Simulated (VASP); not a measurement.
# AlRu (Pm-3m) in VASP: further runs, part 2 of 2

VASP 6.6.1. The steps go on from the part before.

### Step 3. Single point, r2SCAN

This run uses another cell than the first one, of 13.27 Å³/atom.

The input, POSCAR:

```
AlRu
1.0
    2.9826121626      0.0000000000      0.0000000000
    0.0000000000      2.9826121626      0.0000000000
    0.0000000000      0.0000000000      2.9826121626
Al Ru
1 1
Direct
    0.0000000000      0.0000000000      0.0000000000
    0.5000000000      0.5000000000      0.5000000000
```

The input, INCAR.step1:

```
SYSTEM = AlRu
  PREC = Accurate
  ENCUT = 520
  ISMEAR = 0
  SIGMA = 0.1
  LREAL = .False.
  LASPH = .True.
  NELM = 100
  NBANDS = 16
  GGA = PE
  ALGO = Normal
  EDIFF = 1E-4
  LWAVE = .True.
  LCHARG = .False.
```

The input, INCAR.step2:

```
SYSTEM = AlRu
  PREC = Accurate
  ENCUT = 520
  EDIFF = 1E-6
  ISMEAR = 0
  SIGMA = 0.1
  LREAL = .False.
  LASPH = .True.
  NELM = 100
  ALGO = Normal
  ISIF = 2
  LWAVE = .False.
  LCHARG = .False.
  METAGGA = R2SCAN
  LMIXTAU = .True.
  NBANDS = 16
  ISTART = 1
```

The input, KPOINTS:

```
Automatic mesh
0
Gamma
  14 14 14
  0 0 0
```

Potentials or basis: VASP PAW PBE potentials, release 64 (Al, Ru_pv).

The run is started by

```sh
> cat potpaw_PBE.64/Al/POTCAR potpaw_PBE.64/Ru_pv/POTCAR > POTCAR
> cp INCAR.step1 INCAR
> mpirun -np 1 vasp_std > vasp.out
> cp INCAR.step2 INCAR
> mpirun -np 1 vasp_std > vasp.out
```

OUTCAR:

```text
SYSTEM = AlRu
   PREC = Accurate
   ENCUT = 520
   EDIFF = 1E-6
   ISMEAR = 0
   LREAL = .False.
   LASPH = .True.
   NELM = 100
   ISIF = 2
   METAGGA = R2SCAN
   ISTART = 1

 ion  position               nearest neighbor table
   1  0.000  0.000  0.000-   2 2.58   2 2.58   2 2.58   2 2.58   2 2.58   2 2.58   2 2.58   2 2.58

   2  0.500  0.500  0.500-   1 2.58   1 2.58   1 2.58   1 2.58   1 2.58   1 2.58   1 2.58   1 2.58

  LATTYP: Found a simple cubic cell.
 ALAT       =     2.9826121626

  Lattice vectors:

 A1 = (   2.9826121626,   0.0000000000,   0.0000000000)
 A2 = (   0.0000000000,   2.9826121626,   0.0000000000)
 A3 = (   0.0000000000,   0.0000000000,   2.9826121626)

Analysis of symmetry for initial positions (statically):
=====================================================================
 Subroutine PRICEL returns:
 Original cell was already a primitive cell.

 Routine SETGRP: Setting up the symmetry group for a
 simple cubic supercell.

 Subroutine GETGRP returns: Found 48 space group operations
 (whereof 48 operations were pure point group operations)
 out of a pool of 48 trial point group operations.

The static configuration has the point symmetry O_h .

Analysis of symmetry for dynamics (positions and initial velocities):
=====================================================================
 Subroutine PRICEL returns:
 Original cell was already a primitive cell.

 Routine SETGRP: Setting up the symmetry group for a
 simple cubic supercell.

 Subroutine GETGRP returns: Found 48 space group operations
 (whereof 48 operations were pure point group operations)
 out of a pool of 48 trial point group operations.

The dynamic configuration has the point symmetry O_h .

 Subroutine INISYM returns: Found 48 space group operations
 (whereof 48 operations are pure point group operations),
 and found     1 'primitive' translations

----------------------------------------------------------------------------------------

                                     Primitive cell

  volume of cell :      26.5332

  direct lattice vectors                    reciprocal lattice vectors
     2.982612163  0.000000000  0.000000000     0.335276578  0.000000000  0.000000000
     0.000000000  2.982612163  0.000000000     0.000000000  0.335276578  0.000000000
     0.000000000  0.000000000  2.982612163     0.000000000  0.000000000  0.335276578

  length of vectors
     2.982612163  2.982612163  2.982612163     0.335276578  0.335276578  0.335276578

  position of ions in fractional coordinates (direct lattice)
     0.000000000  0.000000000  0.000000000
     0.500000000  0.500000000  0.500000000

  ion indices of the primitive-cell ions
   primitive index   ion index
                 1           1
                 2           2

----------------------------------------------------------------------------------------

 KPOINTS: Automatic mesh

Automatic generation of k-mesh.
 Grid dimensions read from file:
 generate k-points for:   14   14   14

 Generating k-lattice:

  Cartesian coordinates                     Fractional coordinates (reciprocal lattice)
     0.023948327  0.000000000  0.000000000     0.071428571  0.000000000  0.000000000
     0.000000000  0.023948327  0.000000000     0.000000000  0.071428571  0.000000000
     0.000000000  0.000000000  0.023948327     0.000000000  0.000000000  0.071428571

  Length of vectors
     0.023948327  0.023948327  0.023948327

  Shift w.r.t. Gamma in fractional coordinates (k-lattice)
     0.000000000  0.000000000  0.000000000

 Subroutine IBZKPT returns following result:
 ===========================================

 Found    120 irreducible k-points:

 Following reciprocal coordinates:
            Coordinates               Weight
  0.000000  0.000000  0.000000      1.000000
  0.071429  0.000000  0.000000      6.000000
  0.142857  0.000000  0.000000      6.000000
  0.214286  0.000000  0.000000      6.000000
  0.285714  0.000000  0.000000      6.000000
  0.357143  0.000000  0.000000      6.000000
[... 16 lines left out ...]
  0.285714  0.214286  0.000000     24.000000
  0.357143  0.214286  0.000000     24.000000
 [... further k-points ...]
   k-points           NKPTS =    120   k-points in BZ     NKDIM =    120   number of bands    NBANDS=     16
   number of dos      NEDOS =    301   number of ions     NIONS =      2
   total plane-waves  NPLWV =  13824
   dimension x,y,z NGX =    24 NGY =   24 NGZ =   24
   dimension x,y,z NGXF=    48 NGYF=   48 NGZF=   48
   ions per type =               1   1
   NGX,Y,Z   is equivalent  to a cutoff of  13.38, 13.38, 13.38 a.u.
   NGXF,Y,Z  is equivalent  to a cutoff of  26.75, 26.75, 26.75 a.u.
 SYSTEM =  AlRu
   PREC   = accura    normal or accurate (medium, high low for compatibility)
   ISTART =      1    job   : 0-new  1-cont  2-samecut
   ICHARG =      0    charge: 1-file 2-atom 10-const
   ISPIN  =      1    spin polarized calculation?
   LNONCOLLINEAR =      F non collinear calculations
   LSORBIT =      F    spin-orbit coupling
   LASPH  =      T    aspherical Exc in radial PAW
   ENCUT  =  520.0 eV  38.22 Ry    6.18 a.u.   5.55  5.55  5.55*2*pi/ulx,y,z
   NELM   =    100;   NELMIN=  2; NELMDL=  0     # of ELM steps
   EDIFF  = 0.1E-05   stopping-criterion for ELM
   LREAL  =      F    real-space projection
   EDIFFG = 0.1E-04   stopping-criterion for IOM
   NSW    =      0    number of steps for IOM
   IBRION =     -1    ionic relax: 0-MD 1-quasi-New 2-CG
   NFREE  =      0    steps in history (QN), initial steepest desc. (CG)
   ISIF   =      2    stress and relaxation
   ISYM   =      2    0-nonsym 1-usesym 2-fastsym
   POTIM  = 0.5000    time-step for ionic-motion
   TEBEG  =    0.0;   TEEND  =   0.0 temperature during run
   PSTRESS=    0.0 pullay stress
   NELECT =      17.0000    total number of electrons
   NUPDOWN=      -1.0000    fix difference up-down
   EMIN   =  10.00;   EMAX   =-10.00  energy-range for DOS
   EFERMI =   0.00;   METHOD = LEGACY
   ISMEAR =     0;   SIGMA  =   0.10  broadening in eV -4-tet -1-fermi 0-gaus
   EFERMI_NEDOS =   21; number of points for ismear=-14 and -15
   IALGO  =     38    algorithm
   IMIX   =      4    mixing-type and parameters
     AMIX     =   0.40;   BMIX     =  1.00
     AMIX_MAG =   1.60;   BMIX_MAG =  1.00
  volume/ion in A,a.u.               =      13.27        89.53
  Fermi-wavevector in a.u.,A,eV,Ry     =   1.411327  2.667022 27.100686  1.991844
  Thomas-Fermi vector in A             =   2.533190
   LORBIT       =      0    0 simple, 1 ext, 2 COOP (PROOUT), +10 PAW based schemes
   METAGGA = R2SCAN    functional components
   LHFCALC =     F    Hartree Fock is set to
   AEXX    =    0.0000 exact exchange contribution
   IVDW    =     0    specifies the selected vdW correction
   LEPSILON=     F    determine dielectric tensor
   LRPA    =     F    only Hartree local field effects (RPA)
 non-spin polarized calculation
 Gauss-broadening in eV      SIGMA  =   0.10
  energy-cutoff  :      520.00
  volume of cell :       26.53
 maximum number of plane-waves:       739
 NGX is ok and might be reduce to    24
   NGX = 11   NGY = 11   NGZ = 11

 number of electron      16.9999996 magnetization

 Free energy of the ion-electron system (eV)
  ---------------------------------------------------
  ext. energy  EPLUGINS =         0.00000000
  ---------------------------------------------------
  free energy    TOTEN  =       -33.60853105 eV

  energy without entropy =      -33.59893988  energy(sigma->0) =      -33.60373546

 E-fermi :  10.6983     XC(G=0): -13.6663

 val. band max:       10.6981221546   @ k =   0.5000   0.3571   0.2857
 cond. band min:      10.7181817797   @ k =   0.0714   0.0714   0.0000
 fundamental gap:      0.0200596251
 Fermi energy:        10.6983361756

 k-point     1 :       0.0000    0.0000    0.0000
  band No.  band energies     occupation
      1     -32.3780      2.00000
      2     -32.3780      2.00000
      3     -32.3780      2.00000
      4       0.4686      2.00000
      5       6.9651      2.00000
      6       6.9651      2.00000
[... 8 lines left out ...]
     15      22.2196      0.00000
     16      27.3508      0.00000
[... 419 lines left out ...]
 k-point    24 :       0.3571    0.2143    0.0000
  band No.  band energies     occupation
      1     -32.5615      2.00000
      2     -32.4516      2.00000
      3     -32.3530      2.00000
      4       3.5084      2.00000
      5       6.5530      2.00000
      6       8.0510      2.00000
[... 8 lines left out ...]
     15      24.1832      0.00000
     16      25.9911      0.00000

 [... further k-points ...]

------------------------ aborting loop because EDIFF is reached ----------------------------------------

  FORCE on cell =-STRESS in cart. coord.  units (eV):
  Direction    XX          YY          ZZ          XY          YZ          ZX
  --------------------------------------------------------------------------------------
  -------------------------------------------------------------------------------------
  Total        0.0208418      0.0208418      0.0208418     -0.0000000      0.0000000     -0.0000000
  in kB        1.2585092      1.2585092      1.2585092     -0.0000000      0.0000000     -0.0000000
  external PRESSURE =       1.2585092 kB  Pullay stress =       0.0000000 kB

 VOLUME and BASIS-vectors are now :
 -----------------------------------------------------------------------------
  energy-cutoff  :      520.00
  volume of cell :       26.53
      direct lattice vectors                 reciprocal lattice vectors
     2.982612163  0.000000000  0.000000000     0.335276578  0.000000000  0.000000000
     0.000000000  2.982612163  0.000000000     0.000000000  0.335276578  0.000000000
     0.000000000  0.000000000  2.982612163     0.000000000  0.000000000  0.335276578

 POSITION                                       TOTAL-FORCE (eV/Angst)
 -----------------------------------------------------------------------------------
      0.00000      0.00000      0.00000         0.000000      0.000000      0.000000
      1.49131      1.49131      1.49131         0.000000      0.000000      0.000000
 -----------------------------------------------------------------------------------
    total drift:                                0.000000     -0.000000     -0.000000

  FREE ENERGIE OF THE ION-ELECTRON SYSTEM (eV)
  ---------------------------------------------------
  free  energy   TOTEN  =       -33.6085310507 eV

  energy  without entropy=      -33.5989398782  energy(sigma->0) =      -33.60373546
```

Wall time 47 s (1 thread of Intel Xeon 6975P-C (Granite Rapids), shared host); peak memory 0.17 GiB.

Results:

| Property | Result |
| --- | --- |
| Free energy | -33.6085 eV |
| Pressure | 0.1 GPa |
| Band gap on the k mesh | zero (an odd number of electrons rules out a gap without spin polarisation) |

Levels at points of the mesh, in eV from the Fermi level:
| k point | band 6 | band 7 | band 8 | band 9 | band 10 | band 11 | band 12 | band 13 |
| --- | --- | --- | --- | --- | --- | --- | --- | --- |
| (0.00, 0.00, 0.00) | -3.73 | 0.17 | 0.17 | 0.17 | 6.56 | 6.56 | 6.56 | 10.37 |
| (0.50, 0.00, 0.00) | -2.84 | -1.71 | -1.71 | 0.44 | 2.55 | 7.73 | 10.37 | 11.66 |
| (0.50, 0.50, 0.00) | -1.49 | -1.49 | -1.27 | -1.27 | 1.75 | 5.72 | 6.85 | 10.37 |
| (0.50, 0.50, 0.50) | -4.97 | 1.85 | 1.85 | 3.25 | 4.34 | 4.34 | 4.34 | 9.05 |

Caveat: the PAW data sets were made with another functional, which shifts forces and pressure a little.

### Step 4. Relaxation of cell and atoms, r2SCAN

The input, POSCAR:

```
AlRu
1.0
    2.9709909553      0.0000000000      0.0000000000
    0.0000000000      2.9709909553      0.0000000000
    0.0000000000      0.0000000000      2.9709909553
Al Ru
1 1
Direct
    0.0000000000      0.0000000000      0.0000000000
    0.5000000000      0.5000000000      0.5000000000
```

The input, INCAR.step1:

```
PREC = Accurate
ENCUT = 600
ISMEAR = 0
SIGMA = 0.1
LREAL = F
LASPH = T
NELM = 60
GGA = PE
ALGO = Normal
EDIFF = 1E-4
LWAVE = T
LCHARG = F
```

The input, INCAR.step2:

```
PREC = Accurate
ENCUT = 600
EDIFF = 1E-7
ISMEAR = 0
SIGMA = 0.1
LREAL = F
LASPH = T
NELM = 60
ALGO = Normal
ISIF = 3
LWAVE = F
LCHARG = F
METAGGA = R2SCAN
LMIXTAU = T
IBRION = 2
NSW = 80
EDIFFG = -0.01
ISTART = 1
```

The input, KPOINTS:

```
Automatic mesh
0
Gamma
  14 14 14
```

Potentials or basis: VASP PAW PBE potentials, release 64 (Al, Ru_pv).

The run is started by

```sh
> cat potpaw_PBE.64/Al/POTCAR potpaw_PBE.64/Ru_pv/POTCAR > POTCAR
> cp INCAR.step1 INCAR
> mpirun -np 1 vasp_std > vasp.out
> cp INCAR.step2 INCAR
> mpirun -np 1 vasp_std > vasp.out
```

OUTCAR:

```text
PREC = Accurate
   ENCUT = 600
   EDIFF = 1E-7
   ISMEAR = 0
   LREAL = F
   LASPH = T
   NELM = 60
   ISIF = 3
   METAGGA = R2SCAN
   IBRION = 2
   NSW = 80
   EDIFFG = -0.01
   ISTART = 1

 ion  position               nearest neighbor table
   1  0.000  0.000  0.000-   2 2.57   2 2.57   2 2.57   2 2.57   2 2.57   2 2.57   2 2.57   2 2.57

   2  0.500  0.500  0.500-   1 2.57   1 2.57   1 2.57   1 2.57   1 2.57   1 2.57   1 2.57   1 2.57

  LATTYP: Found a simple cubic cell.
 ALAT       =     2.9709909553

  Lattice vectors:

 A1 = (   2.9709909553,   0.0000000000,   0.0000000000)
 A2 = (   0.0000000000,   2.9709909553,   0.0000000000)
 A3 = (   0.0000000000,   0.0000000000,   2.9709909553)

Analysis of symmetry for initial positions (statically):
=====================================================================
 Subroutine PRICEL returns:
 Original cell was already a primitive cell.

 Routine SETGRP: Setting up the symmetry group for a
 simple cubic supercell.

 Subroutine GETGRP returns: Found 48 space group operations
 (whereof 48 operations were pure point group operations)
 out of a pool of 48 trial point group operations.

The static configuration has the point symmetry O_h .

Analysis of symmetry for dynamics (positions and initial velocities):
=====================================================================
 Subroutine PRICEL returns:
 Original cell was already a primitive cell.

 Routine SETGRP: Setting up the symmetry group for a
 simple cubic supercell.

 Subroutine GETGRP returns: Found 48 space group operations
 (whereof 48 operations were pure point group operations)
 out of a pool of 48 trial point group operations.

The dynamic configuration has the point symmetry O_h .

 Subroutine INISYM returns: Found 48 space group operations
 (whereof 48 operations are pure point group operations),
 and found     1 'primitive' translations

[... 137 lines left out ...]

 Free energy of the ion-electron system (eV)
  ---------------------------------------------------
  ext. energy  EPLUGINS =         0.00000000
  ---------------------------------------------------
  free energy    TOTEN  =       -33.60389713 eV

  energy without entropy =      -33.59442409  energy(sigma->0) =      -33.59916061

------------------------ aborting loop because EDIFF is reached ----------------------------------------

  FORCE on cell =-STRESS in cart. coord.  units (eV):
  Direction    XX          YY          ZZ          XY          YZ          ZX
  --------------------------------------------------------------------------------------
  -------------------------------------------------------------------------------------
  Total        0.4605394      0.4605394      0.4605394      0.0000000      0.0000000      0.0000000
  in kB       28.1367170     28.1367170     28.1367170      0.0000000      0.0000000      0.0000000
  external PRESSURE =      28.1367170 kB  Pullay stress =       0.0000000 kB
[... 59 lines left out ...]
--------------------------------------- Ionic step        3  -------------------------------------------

 number of electron      16.9999996 magnetization

 Free energy of the ion-electron system (eV)
  ---------------------------------------------------
  ext. energy  EPLUGINS =         0.00000000
  ---------------------------------------------------
  free energy    TOTEN  =       -33.60673475 eV

  energy without entropy =      -33.59713676  energy(sigma->0) =      -33.60193575

 E-fermi :  10.6882     XC(G=0): -13.6627

 val. band max:       10.6880986056   @ k =   0.5000   0.3571   0.2857
 cond. band min:      10.7079236556   @ k =   0.0714   0.0714   0.0000
 fundamental gap:      0.0198250500
 Fermi energy:        10.6881851474

 k-point     1 :       0.0000    0.0000    0.0000
  band No.  band energies     occupation
      1     -32.3880      2.00000
      2     -32.3880      2.00000
      3     -32.3880      2.00000
      4       0.4625      2.00000
      5       6.9590      2.00000
      6       6.9590      2.00000
      7      10.8602      0.01501
      8      10.8602      0.01501
      9      10.8602      0.01501
     10      17.2418      0.00000
     11      17.2418      0.00000
     12      17.2418      0.00000
[... 331 lines left out ...]
 k-point    24 :       0.3571    0.2143    0.0000
  band No.  band energies     occupation
      1     -32.5710      2.00000
      2     -32.4615      2.00000
      3     -32.3630      2.00000
      4       3.5010      2.00000
      5       6.5458      2.00000
      6       8.0434      2.00000
      7       8.9874      2.00000
      8       9.4093      2.00000
      9      10.3053      2.00000
     10      13.5885      0.00000
     11      17.5104      0.00000
     12      20.0410      0.00000

 [... further k-points ...]

------------------------ aborting loop because EDIFF is reached ----------------------------------------

  FORCE on cell =-STRESS in cart. coord.  units (eV):
  Direction    XX          YY          ZZ          XY          YZ          ZX
  --------------------------------------------------------------------------------------
  -------------------------------------------------------------------------------------
  Total       -0.0035612     -0.0035612     -0.0035612      0.0000000      0.0000000      0.0000000
  in kB       -0.2148882     -0.2148882     -0.2148882      0.0000000      0.0000000      0.0000000
  external PRESSURE =      -0.2148882 kB  Pullay stress =       0.0000000 kB
[... 17 lines left out ...]
  FREE ENERGIE OF THE ION-ELECTRON SYSTEM (eV)
  ---------------------------------------------------
  free  energy   TOTEN  =       -33.6067347490 eV

  energy  without entropy=      -33.5971367591  energy(sigma->0) =      -33.60193575

 reached required accuracy - stopping structural energy minimisation
```

Wall time 1.8 min (1 thread of Intel Xeon 6975P-C (Granite Rapids), shared host); peak memory 0.18 GiB.

Results:

- Free energy: -33.6067 eV
- Relaxed volume: 13.28 Å³/atom
- Relaxed cell: a = 2.983 Å, b = 2.983 Å, c = 2.983 Å, α = 90.00°, β = 90.00°, γ = 90.00°
- Space group after relaxing (to 0.1 Å): Pm-3m (No. 221)
- Energy gained by relaxing: 1.4 meV/atom
- Ionic steps: 3
- Pressure after relaxing: 0.0 GPa
- Band gap on the k mesh: zero (an odd number of electrons rules out a gap without spin polarisation)

The path:
| step | energy change (eV) | largest force (eV/Å) | pressure (GPa) | volume (Å³) |
| --- | --- | --- | --- | --- |
| 1 | 0.0000 | 0.0000 | 2.81 | 26.22 |
| 2 | 0.0050 | 0.0000 | -4.41 | 27.11 |
| 3 | -0.0028 | 0.0000 | -0.02 | 26.55 |

Final structure:
```
Al Ru
1.0
     2.98330    0.00000    0.00000
     0.00000    2.98330    0.00000
     0.00000    0.00000    2.98330
Al Ru
1 1
Direct
  0.00000 0.00000 0.00000
  0.50000 0.50000 0.50000
```

Caveat: the PAW data sets were made with another functional, which shifts forces and pressure a little.

### Step 5. Summary

| task | cell | k mesh | cutoff (eV) | gap on the mesh (eV) | pressure (GPa) |
| --- | --- | --- | --- | --- | --- |
| single point | a = 2.971 Å, 2 atoms | 6 × 6 × 6 | 520 | none | 2.6 |
| single point | a = 2.983 Å, 2 atoms | 14 × 14 × 14 | 520 | none | 0.1 |
| relaxation of cell and atoms | relaxed from a = 2.971 Å, 2 atoms | 14 × 14 × 14 | 600 | none | 0.0 |

Alike in all rows: level r2SCAN; potentials or basis VASP PAW PBE potentials, release 64 (Al, Ru_pv); no spin polarisation; smearing gaussian 0.1 eV.

Caveats: the PAW data sets were made with another functional, which shifts forces and pressure a little.

Absolute energies hang on the potentials; compare differences alone.
